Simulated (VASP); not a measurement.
Set up this calculation in VASP 6.6.1, as the native input.

- Task: single point
- Functional: PBEsol
- Potentials or basis: VASP PAW PBE potentials, release 64 (Ga_d, P)
- Cutoff: 520 eV
- k mesh: 8 × 8 × 8
- Occupations: gaussian, width 0.01 eV
- Spin: no spin polarisation
- Dipole correction: no
- Further INCAR settings: ALGO = Normal; EDIFF = 1e-06; NBANDS = 16

The structure of GaP lies in POSCAR:

```
GaP
1.0
    2.6343544138      2.6343544138      0.0000000000
   -2.6343544138      2.6343544138      0.0000000000
    0.0000000000      2.6343544138      2.6343544138
Ga P
1 1
Direct
    0.0000000000      0.0000000000      0.0000000000
    0.7500000000      0.2500000000      0.5000000000
```

One way to write it, as run:

INCAR

```
SYSTEM = GaP
ALGO = Normal
EDIFF = 1E-6
ENCUT = 520
GGA = PS
ISIF = 2
ISMEAR = 0
LASPH = .True.
LCHARG = .False.
LREAL = .False.
LWAVE = .False.
NBANDS = 16
NELM = 60
PREC = Accurate
SIGMA = 0.01
```

KPOINTS

```
k-points
0
Gamma
  8 8 8
  0 0 0
```

Potentials or basis: VASP PAW PBE potentials, release 64 (Ga_d, P).

Launch:

```console
$ cat potpaw_PBE.64/Ga_d/POTCAR potpaw_PBE.64/P/POTCAR > POTCAR
$ mpirun -np 1 vasp_std > vasp.out
```

Results of the run:

```json
{"Pressure": "9.8 GPa", "Band gap on the k mesh": "1.29 eV (least direct gap 2.60 eV)"}
```

Caveat: the cell stands under pressure; the PAW data sets were made with another functional, which shifts forces and pressure a little.

Run time: 14 s on 1 thread of Intel(R) Xeon(R) Platinum 8488C (Sapphire Rapids), with other jobs on the host, peak memory 0.15 GiB.
